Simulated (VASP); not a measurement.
The system is C.

```xyz
8
Lattice="2.4143 2.4874 -2.4127 -2.3982 2.4363 2.3780 2.4501 -2.4713 2.4641" Properties=species:S:1:pos:R:3 pbc="T T T"
C     0.8376    1.6658    1.2364
C     0.8993    0.7985   -0.0177
C     1.6140    1.6939    2.4822
C    -0.5272    3.2389    1.1014
C     1.5727   -1.7315    2.5603
C    -0.8505    1.7264    1.0850
C     0.7638    3.2532    1.2496
C     0.7068    4.0723   -0.0655
```

- Program: VASP 6.6.1
- Task: relaxation of cell and atoms
- Functional: PBE
- Potentials or basis: VASP PAW PBE potentials, release 64 (C)
- Cutoff: 600 eV
- k mesh: 4 × 4 × 4
- Occupations: gaussian, width 0.1 eV
- Spin: no spin polarisation

At the start: pressure 25.4 GPa; volume 7.25 Å³/atom.

Q: How do energy, volume and symmetry change on relaxing?

A: Over 21 steps the energy falls by 413.1 meV/atom and the volume is 7.58 Å³/atom (+4.6 %); space group P1 (No. 1, to 0.1 Å) before, I4_1/amd (No. 141, to 0.1 Å).

Step by step:
```tsv
step	energy change (eV)	largest force (eV/Å)	pressure (GPa)	volume (Å³)
1	0.0000	15.1802	25.40	57.98
2	3.0265	13.4151	-1.28	68.12
3	-2.2658	5.2469	-1.33	61.37
4	-2.3680	5.0059	0.03	60.95
5	-2.4213	4.4532	2.57	60.33
6	-2.5355	3.9267	-4.09	62.40
7	-3.1741	1.4982	-3.75	61.43
8	-3.1905	1.8197	2.86	60.38
9	-3.2704	0.5057	-0.69	60.88
10	-3.2870	0.3644	0.22	60.58
11	-3.2878	0.2843	0.05	60.64
12	-3.2954	0.2177	0.47	60.56
13	-3.2957	0.2661	0.57	60.55
14	-3.3014	0.1604	0.06	60.65
15	-3.3020	0.2079	-0.16	60.69
16	-3.3039	0.1411	-0.37	60.70
17	-3.3041	0.0859	-0.32	60.70
18	-3.3046	0.0697	0.14	60.62
19	-3.3046	0.0474	0.04	60.64
20	-3.3047	0.0311	0.10	60.63
21	-3.3047	0.0153	0.08	60.63
```

Final structure:
```
C
1.0
     2.46838    2.46775   -2.48848
    -2.46837    2.46708    2.48902
     2.46792   -2.46734    2.48878
C
8
Cartesian
  0.7947 1.6716 1.2454
  0.7961 0.7948 0.0007
  1.6718 1.6725 2.4896
  -0.7950 3.2632 1.2456
  1.6727 -1.6714 2.4880
  -0.7961 1.6726 1.2440
  0.7960 3.2621 1.2442
  0.7951 4.1390 0.0000
```

Caveat: the k points lie up to 0.45 Å⁻¹ apart in the final cell.
